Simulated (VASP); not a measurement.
# IrS: single point with PBEsol

Crystal: IrS.

```
CELL_PARAMETERS angstrom
0.00000 2.63649 2.63649
2.63649 0.00000 2.63649
2.63649 2.63649 0.00000
ATOMIC_POSITIONS crystal
Ir 0.00000 0.00000 0.00000
S 0.25000 0.25000 0.25000
```

- Program: VASP 6.6.1
- Task: single point
- Functional: PBEsol
- Potentials or basis: VASP PAW PBE potentials, release 64 (Ir, S)
- Cutoff: 520 eV
- k mesh: 10 × 10 × 10
- Occupations: gaussian, width 0.05 eV
- Spin: no spin polarisation
- Dipole correction: no
- Further INCAR settings: ALGO = Normal; EDIFF = 1e-07; NBANDS = 14

```json
{
  "Pressure": "-4.8 GPa",
  "Band gap on the k mesh": "zero (an odd number of electrons rules out a gap without spin polarisation)"
}
```

Levels at points of the mesh, in eV from the Fermi level:
```tsv
k point	band 5	band 6	band 7	band 8	band 9	band 10
(0.00, 0.00, 0.00)	-2.91	-2.91	0.79	2.98	2.98	2.98
(0.50, 0.00, 0.00)	-2.56	-2.56	-2.35	0.80	0.80	3.11
(0.50, 0.50, 0.00)	-3.38	-2.41	-2.05	-1.22	-1.22	5.63
```

It took 44 s on 1 thread of Intel Xeon 8259CL, on a shared host, peak memory 0.17 GiB.

Caveat: the cell stands under tension; the PAW data sets were made with another functional, which shifts forces and pressure a little; spin-orbit coupling is left out, which moves the levels of the heavy elements.
